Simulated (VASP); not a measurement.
Input of a VASP 6.6.1 run:

Contents of INCAR:

```
SYSTEM = TaN
PREC     = Accurate       ! precision mode
ENCUT    = 700            ! plane-wave cutoff, eV
EDIFF    = 1E-6           ! SCF threshold, eV
ISMEAR   = 0              ! smearing method
SIGMA    = 0.15           ! smearing width, eV
LREAL    = .FALSE.        ! projectors in reciprocal space
LASPH    = .TRUE.         ! aspherical terms in the spheres
NELM     = 120            ! most SCF steps
ALGO     = Normal         ! electronic algorithm
ISIF     = 2              ! what is computed and relaxed
LWAVE    = .FALSE.        ! write WAVECAR
LCHARG   = .FALSE.        ! write CHGCAR
GGA      = PS             ! functional
NBANDS   = 16             ! bands
GGA_COMPAT= .FALSE.
```

Contents of KPOINTS:

```
regular mesh
0
G
  18 18 18
  0 0 0
```

File POSCAR:

```
TaN
1.0
   -0.3281165460      2.1874436400      2.1874436400
    1.8593270940      0.0000000000      1.8593270940
    2.1874436400      2.1874436400     -0.3281165460
Ta N
1 1
Direct
    0.5000000000      0.5000000000      0.5000000000
    0.0000000000      0.0000000000      0.0000000000
```

Potentials or basis: VASP PAW PBE potentials, release 64 (Ta_sv_GW, N).

The run is started by

```console
$ cat potpaw_PBE.64/Ta_sv_GW/POTCAR potpaw_PBE.64/N/POTCAR > POTCAR
$ mpirun -np 1 vasp_std > vasp.out
```

(1) Estimate the band gap on the k mesh.

(2) Estimate the pressure.

## Answers

(1) zero (bands 9 and 10 overlap by 3.95 eV).

(2) 10.3 GPa.

Caveat: the cell differs from its parent crystal (engineering shear strain xz -0.3000, normal strain along z +0.0000); the stress differs along the axes, from -8 to 19 GPa; the PAW data sets were made with another functional, which shifts forces and pressure a little; spin-orbit coupling is left out, which moves the levels of the heavy elements.
